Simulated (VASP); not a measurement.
A run of VASP 6.6.1:

Contents of INCAR:

```
SYSTEM = Pb
  ALGO = Fast
  EDIFF = 1E-6
  ENCUT = 520
  GGA = PS
  ISIF = 2
  ISMEAR = 0
  LASPH = .True.
  LCHARG = .False.
  LREAL = .False.
  LWAVE = .False.
  NBANDS = 21
  NELM = 100
  PREC = Accurate
  SIGMA = 0.15
```

File KPOINTS:

```
k-points
0
Gamma
  18 18 10
  0 0 0
```

Contents of POSCAR:

```
Pb
1.0
    3.7487171046      0.0000000000      0.0000000000
   -1.8743585523      3.2464842441      0.0000000000
    0.0000000000      0.0000000000      4.8173159669
Pb
2
Direct
    0.3333333333      0.6666666667      0.2500000000
    0.6666666667      0.3333333333      0.7500000000
```

Potentials or basis: VASP PAW PBE potentials, release 64 (Pb_d).

Run with:

```sh
$ cat potpaw_PBE.64/Pb_d/POTCAR > POTCAR
$ mpirun -np 1 vasp_std > vasp.out
```

Hardware: 1 thread of Intel(R) Xeon(R) Platinum 8259CL CPU @ 2.50GHz (Skylake/Cascade Lake), on a shared host.

Question: How long does it take, and how much memory?

Answer: It took 3 min on 1 thread of Intel(R) Xeon(R) Platinum 8259CL CPU @ 2.50GHz (Skylake/Cascade Lake), with other jobs on the host, peak memory 0.33 GiB. Counts: scf iterations 14, k points 222.
